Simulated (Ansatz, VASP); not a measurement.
# Two plane-wave programs on CdS

```
Cd S
1.0
     4.12255    0.00000    0.00000
    -2.06128    3.57023    0.00000
     0.00000    0.00000    6.69763
Cd S
2 2
Direct
  0.33333 0.66667 0.99903
  0.66667 0.33333 0.49903
  0.33333 0.66667 0.37597
  0.66667 0.33333 0.87597
```

Alike in both runs: task single point; functional r2SCAN; k mesh 6 × 6 × 4; no spin polarisation.

```csv
,VASP,Ansatz
version,VASP 6.6.1,Ansatz 0.2.0
potentials or method,"VASP PAW PBE potentials, release 64 (Cd, S)","plane waves, PAW"
plane-wave cutoff (eV),520,500
occupations,"gaussian, width 0.01 eV",fixed
valence electrons in the cell,36,52
```

Ansatz gave:

| Item | Value |
| --- | --- |
| gap on the k mesh at the Fermi level (eV) | 1.71 |
| pressure (GPa) | 2.0 |

Problem. Estimate VASP's values.

Solution. gap on the k mesh at the Fermi level (eV): 1.70; pressure (GPa): 2.3.

VASP's potentials were made for PBE, not for r2SCAN. VASP's potentials hold 36 valence electrons a cell and Ansatz's 52, so a difference there can come from the potentials and not from the codes.
